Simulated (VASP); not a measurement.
# SiO2 (P4_12_12) in VASP: notebook, part 2 of 2

VASP 6.6.1. The steps go on from the part before.

## Step 3: Single point, r2SCAN

This run uses another cell than the first one, of 14.35 Å³/atom.

POSCAR

```
SiO2
1.0
    4.9850712014      0.0000000000      0.0000000000
    0.0000000000      4.9850712014      0.0000000000
    0.0000000000      0.0000000000      6.9272457093
Si O
4 8
Direct
    0.3017450570      0.3017450570      0.0000000000
    0.1982549430      0.8017450570      0.2500000000
    0.6982549430      0.6982549430      0.5000000000
    0.8017450570      0.1982549430      0.7500000000
    0.2384469224      0.1079385352      0.1808244293
    0.3920614648      0.7384469224      0.4308244293
    0.7615530776      0.8920614648      0.6808244293
    0.6079385352      0.2615530776      0.9308244293
    0.7384469224      0.3920614648      0.5691755707
    0.8920614648      0.7615530776      0.3191755707
    0.2615530776      0.6079385352      0.0691755707
    0.1079385352      0.2384469224      0.8191755707
```

INCAR.step1

```
SYSTEM = SiO2
  PREC = Accurate
  ENCUT = 520
  ISMEAR = -1
  SIGMA = 0.02
  LREAL = .FALSE.
  LASPH = .TRUE.
  NELM = 80
  NBANDS = 44
  GGA = PE
  ALGO = Normal
  EDIFF = 1E-4
  LWAVE = .TRUE.
  LCHARG = .FALSE.
```

INCAR.step2

```
SYSTEM = SiO2
  PREC = Accurate
  ENCUT = 520
  EDIFF = 1E-6
  ISMEAR = -1
  SIGMA = 0.02
  LREAL = .FALSE.
  LASPH = .TRUE.
  NELM = 80
  ALGO = Normal
  ISIF = 2
  LWAVE = .FALSE.
  LCHARG = .FALSE.
  METAGGA = R2SCAN
  LMIXTAU = .TRUE.
  NBANDS = 44
  ISTART = 1
```

KPOINTS

```
Automatic mesh
0
G
  6 6 4
  0 0 0
```

Potentials or basis: VASP PAW PBE potentials, release 64 (Si, O).

On the command line:

```bash
$ cat potpaw_PBE.64/Si/POTCAR potpaw_PBE.64/O/POTCAR > POTCAR
$ cp INCAR.step1 INCAR
$ mpirun -np 1 vasp_std > vasp.out
$ cp INCAR.step2 INCAR
$ mpirun -np 1 vasp_std > vasp.out
```

OUTCAR:

```text
SYSTEM = SiO2
   PREC = Accurate
   ENCUT = 520
   EDIFF = 1E-6
   ISMEAR = -1
   LREAL = .FALSE.
   LASPH = .TRUE.
   NELM = 80
   ISIF = 2
   METAGGA = R2SCAN
   ISTART = 1

 ion  position               nearest neighbor table
   1  0.302  0.302  0.000-   8 1.61  11 1.61   5 1.61  12 1.61   2 3.08   4 3.08   2 3.08   4 3.08

   2  0.198  0.802  0.250-   5 1.61  10 1.61   6 1.61  11 1.61   1 3.08   3 3.08   1 3.08   3 3.08

   3  0.698  0.698  0.500-   6 1.61   9 1.61   7 1.61  10 1.61   2 3.08   4 3.08   4 3.08   2 3.08

   4  0.802  0.198  0.750-   7 1.61  12 1.61   9 1.61   8 1.61   1 3.08   3 3.08   3 3.08   1 3.08

   5  0.238  0.108  0.181-   2 1.61   1 1.61
   6  0.392  0.738  0.431-   3 1.61   2 1.61
   7  0.762  0.892  0.681-   4 1.61   3 1.61
   8  0.608  0.262  0.931-   1 1.61   4 1.61
   9  0.738  0.392  0.569-   3 1.61   4 1.61
  10  0.892  0.762  0.319-   2 1.61   3 1.61
  11  0.262  0.608  0.069-   1 1.61   2 1.61
  12  0.108  0.238  0.819-   4 1.61   1 1.61

  LATTYP: Found a simple tetragonal cell.
 ALAT       =     4.9850712014
 C/A-ratio  =     1.3895981480

  Lattice vectors:

 A1 = (   4.9850712014,   0.0000000000,   0.0000000000)
 A2 = (   0.0000000000,   4.9850712014,   0.0000000000)
 A3 = (   0.0000000000,   0.0000000000,   6.9272457093)

Analysis of symmetry for initial positions (statically):
=====================================================================
 Subroutine PRICEL returns:
 Original cell was already a primitive cell.

 Routine SETGRP: Setting up the symmetry group for a
 simple tetragonal supercell.

[... 162 lines left out ...]
  Fermi-wavevector in a.u.,A,eV,Ry     =   1.177155  2.224501 18.853515  1.385694
  Thomas-Fermi vector in A             =   2.313507
   LORBIT       =      0    0 simple, 1 ext, 2 COOP (PROOUT), +10 PAW based schemes
   METAGGA = R2SCAN    functional components
   LHFCALC =     F    Hartree Fock is set to
   AEXX    =    0.0000 exact exchange contribution
   IVDW    =     0    specifies the selected vdW correction
   LEPSILON=     F    determine dielectric tensor
   LRPA    =     F    only Hartree local field effects (RPA)
 non-spin polarized calculation
  energy-cutoff  :      520.00
  volume of cell :      172.15
 maximum number of plane-waves:      4674
 NGX is ok and might be reduce to    40
   NGX = 19   NGY = 19   NGZ = 25

 number of electron      63.9999968 magnetization

 Free energy of the ion-electron system (eV)
  ---------------------------------------------------
  ext. energy  EPLUGINS =         0.00000000
  ---------------------------------------------------
  free energy    TOTEN  =      -119.16555096 eV

  energy without entropy =     -119.16555096  energy(sigma->0) =     -119.16555096

 E-fermi :   0.1473     XC(G=0):  -8.8644

 val. band max:       -0.3328212331   @ k =   0.0000   0.0000   0.0000
 cond. band min:       6.0074330889   @ k =   0.0000   0.0000   0.0000
 fundamental gap:      6.3402543220
 Fermi energy:         0.1472638655

 k-point     1 :       0.0000    0.0000    0.0000
  band No.  band energies     occupation
      1     -20.7799      2.00000
      2     -19.8805      2.00000
      3     -19.8805      2.00000
      4     -18.7481      2.00000
      5     -18.7031      2.00000
      6     -18.6979      2.00000
[... 1117 lines left out ...]
     43      12.0677      0.00000
     44      12.0677      0.00000

 [... further k-points ...]

------------------------ aborting loop because EDIFF is reached ----------------------------------------

  FORCE on cell =-STRESS in cart. coord.  units (eV):
  Direction    XX          YY          ZZ          XY          YZ          ZX
  --------------------------------------------------------------------------------------
  -------------------------------------------------------------------------------------
  Total        0.1815034      0.1815034      0.1152658     -0.0000000      0.0000000      0.0000000
  in kB        1.6892430      1.6892430      1.0727728     -0.0000000      0.0000000      0.0000000
  external PRESSURE =       1.4837529 kB  Pullay stress =       0.0000000 kB

 VOLUME and BASIS-vectors are now :
 -----------------------------------------------------------------------------
  energy-cutoff  :      520.00
  volume of cell :      172.15
      direct lattice vectors                 reciprocal lattice vectors
     4.985071201  0.000000000  0.000000000     0.200598940  0.000000000  0.000000000
     0.000000000  4.985071201  0.000000000     0.000000000  0.200598940  0.000000000
     0.000000000  0.000000000  6.927245709     0.000000000  0.000000000  0.144357518

 POSITION                                       TOTAL-FORCE (eV/Angst)
 -----------------------------------------------------------------------------------
      1.50422      1.50422      0.00000         0.021144      0.021144     -0.000000
      0.98832      3.99676      1.73181        -0.021144      0.021144     -0.000000
      3.48085      3.48085      3.46362        -0.021144     -0.021144     -0.000000
      3.99676      0.98832      5.19543         0.021144     -0.021144     -0.000000
      1.18867      0.53808      1.25262         0.000100      0.001448     -0.005475
      1.95445      3.68121      2.98443        -0.001448      0.000100     -0.005475
      3.79640      4.44699      4.71624        -0.000100     -0.001448     -0.005475
      3.03062      1.30386      6.44805         0.001448     -0.000100     -0.005475
      3.68121      1.95445      3.94282         0.000100     -0.001448      0.005475
      4.44699      3.79640      2.21101        -0.001448     -0.000100      0.005475
      1.30386      3.03062      0.47920        -0.000100      0.001448      0.005475
      0.53808      1.18867      5.67463         0.001448      0.000100      0.005475
 -----------------------------------------------------------------------------------
    total drift:                               -0.000000      0.000000      0.000000

  FREE ENERGIE OF THE ION-ELECTRON SYSTEM (eV)
  ---------------------------------------------------
  free  energy   TOTEN  =      -119.1655509578 eV

  energy  without entropy=     -119.1655509578  energy(sigma->0) =     -119.16555096
```

OSZICAR.step1:

```text
N       E                     dE             d eps       ncg     rms          rms(c)
DAV:   1     0.403591685652E+03    0.40359E+03   -0.32963E+04  2640   0.133E+03
DAV:   2    -0.770303844572E+02   -0.48062E+03   -0.46503E+03  3336   0.312E+02
DAV:   3    -0.107434596323E+03   -0.30404E+02   -0.30270E+02  3232   0.836E+01
DAV:   4    -0.107832135296E+03   -0.39754E+00   -0.39681E+00  3292   0.105E+01
DAV:   5    -0.107839290159E+03   -0.71549E-02   -0.71488E-02  3224   0.138E+00    0.296E+01
DAV:   6    -0.948332996470E+02    0.13006E+02   -0.49631E+01  3072   0.325E+01    0.140E+01
DAV:   7    -0.948466919032E+02   -0.13392E-01   -0.14787E+00  3204   0.506E+00    0.510E+00
DAV:   8    -0.948373738951E+02    0.93180E-02   -0.76489E-02  3196   0.171E+00    0.198E+00
DAV:   9    -0.948498354199E+02   -0.12462E-01   -0.41337E-02  2992   0.119E+00    0.363E-01
DAV:  10    -0.948523123691E+02   -0.24769E-02   -0.41834E-03  2948   0.310E-01    0.113E-01
DAV:  11    -0.948522933290E+02    0.19040E-04   -0.10213E-03  3216   0.167E-01    0.159E-02
DAV:  12    -0.948523046933E+02   -0.11364E-04   -0.25328E-05  1940   0.272E-02
   1 F= -.94852305E+02 E0= -.94852305E+02  d E =-.544213E-11
```

Run time: 16 min. Hardware: 1 thread of AMD EPYC 7R13 (Zen 3), shared host; peak memory 0.37 GiB.

What came out:

```yaml
Free_energy: -119.1656 eV
Pressure: 0.1 GPa
Largest_force: 0.030 eV/Å
Band_gap_on_the_k_mesh: 6.34 eV
```

Forces in eV/Å, atoms in the order of the input:
```
Si   0.021  0.021  0.000
Si  -0.021  0.021  0.000
Si  -0.021 -0.021  0.000
Si   0.021 -0.021  0.000
O    0.000  0.001 -0.005
O   -0.001  0.000 -0.005
O    0.000 -0.001 -0.005
O    0.001  0.000 -0.005
O    0.000 -0.001  0.005
O   -0.001  0.000  0.005
O    0.000  0.001  0.005
O    0.001  0.000  0.005
```

Levels at points of the mesh, in eV from the valence-band top:
| k point | band 28 | band 29 | band 30 | band 31 | band 32 | band 33 | band 34 | band 35 | band 36 | band 37 |
| --- | --- | --- | --- | --- | --- | --- | --- | --- | --- | --- |
| (0.00, 0.00, 0.00) | -1.26 | -0.69 | -0.30 | -0.30 | 0.00 | 6.34 | 9.63 | 9.63 | 10.10 | 10.10 |
| (0.50, 0.00, 0.00) | -1.02 | -0.65 | -0.65 | -0.50 | -0.50 | 8.45 | 8.45 | 10.04 | 10.04 | 10.62 |
| (0.50, 0.50, 0.00) | -1.35 | -0.60 | -0.60 | -0.55 | -0.55 | 9.44 | 9.44 | 9.63 | 9.63 | 10.60 |
| (0.00, 0.00, 0.50) | -0.84 | -0.54 | -0.54 | -0.40 | -0.40 | 7.62 | 7.62 | 10.32 | 10.32 | 10.56 |
| (0.50, 0.00, 0.50) | -1.01 | -0.94 | -0.94 | -0.18 | -0.18 | 8.89 | 8.89 | 9.59 | 9.59 | 10.08 |
| (0.50, 0.50, 0.50) | -1.36 | -0.62 | -0.62 | -0.62 | -0.62 | 9.97 | 9.97 | 9.97 | 9.97 | 10.61 |

Caveat: the PAW data sets were made with another functional, which shifts forces and pressure a little. A k mesh can miss the band edges.
